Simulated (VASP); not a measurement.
Write the native input for VASP 6.6.1 that does the following.

| Item | Value |
| --- | --- |
| Task | single point |
| Functional | r2SCAN |
| Potentials or basis | VASP PAW PBE potentials, release 64 (W_sv, C) |
| Cutoff | 520 eV |
| k mesh | 11 × 11 × 10 |
| Occupations | gaussian, width 0.1 eV |
| Spin | no spin polarisation |
| Dipole correction | no |
| Further INCAR settings | ALGO = Normal; EDIFF = 1e-06; NBANDS = 16 |

WC:

```
W C
1.0
     2.90650    0.00000    0.00000
    -1.45325    2.51710    0.00000
     0.00000    0.00000    2.83660
W C
1 1
Direct
  0.00000 0.00000 0.00000
  0.66667 0.33333 0.50000
```

The input as run:

POSCAR

```
WC
1.0
    2.9065000000      0.0000000000      0.0000000000
   -1.4532500000      2.5171030000      0.0000000000
    0.0000000000      0.0000000000      2.8366000000
W C
1 1
Direct
    0.0000000000      0.0000000000      0.0000000000
    0.6666666667      0.3333333333      0.5000000000
```

INCAR.step1

```
ALGO = Normal
EDIFF = 1E-4
ENCUT = 520
GGA = PE
ISMEAR = 0
LASPH = T
LCHARG = F
LREAL = F
LWAVE = T
NBANDS = 16
NELM = 60
PREC = Accurate
SIGMA = 0.1
```

INCAR.step2

```
ALGO = Normal
EDIFF = 1E-6
ENCUT = 520
ISIF = 2
ISMEAR = 0
ISTART = 1
LASPH = T
LCHARG = F
LMIXTAU = T
LREAL = F
LWAVE = F
METAGGA = R2SCAN
NBANDS = 16
NELM = 60
PREC = Accurate
SIGMA = 0.1
```

KPOINTS

```
k-points
0
Gamma
  11 11 10
```

Potentials or basis: VASP PAW PBE potentials, release 64 (W_sv, C).

Command:

```sh
$ cat potpaw_PBE.64/W_sv/POTCAR potpaw_PBE.64/C/POTCAR > POTCAR
$ cp INCAR.step1 INCAR
$ mpirun -np 1 vasp_std > vasp.out
$ cp INCAR.step2 INCAR
$ mpirun -np 1 vasp_std > vasp.out
```

It gave:

```yaml
Pressure: 3.4 GPa
Band_gap_on_the_k_mesh: zero (bands 9 and 10 overlap by 1.24 eV)
```

Caveat: the cell stands under pressure; the PAW data sets were made with another functional, which shifts forces and pressure a little; spin-orbit coupling is left out, which moves the levels of the heavy elements.

Run time: 98 s on 1 thread of Intel Xeon 8259CL, on a shared host, peak memory 0.17 GiB.
